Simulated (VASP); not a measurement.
Runs of VASP 6.6.1 on Li2O. The structure is that of space group Fm-3m (No. 225), or close to it. The cells are those of the table. 

| task | cell | k mesh | smearing | gap on the mesh (eV) | pressure (GPa) |
| --- | --- | --- | --- | --- | --- |
| single point | a = 3.253 Å, angles 60.0°, 3 atoms | 6 × 6 × 6 | gaussian 0.1 eV | 4.83 | (a) |
| single point | a = 3.176 Å, angles 60.0°, 3 atoms | 10 × 10 × 10 | gaussian 0.02 eV | 4.95 | -0.2 |
| single point | a = 3.176 Å, angles 60.0°, 3 atoms | 8 × 8 × 8 | gaussian 0.02 eV | 4.95 | -0.2 |
| relaxation of cell and atoms | relaxed from a = 3.253 Å, angles 60.0°, 3 atoms | 8 × 8 × 8 | gaussian 0.02 eV | 4.95 | 0.0 |

Alike in all rows: level LDA; potentials or basis VASP PAW LDA potentials, release 64 (O, Li_sv); no spin polarisation; cutoff (eV) 750.

Task: Estimate the missing entries.

Result: (a) -6.0.

Caveats: the cell stands under tension (at least some runs).

A k mesh can miss the band edges.
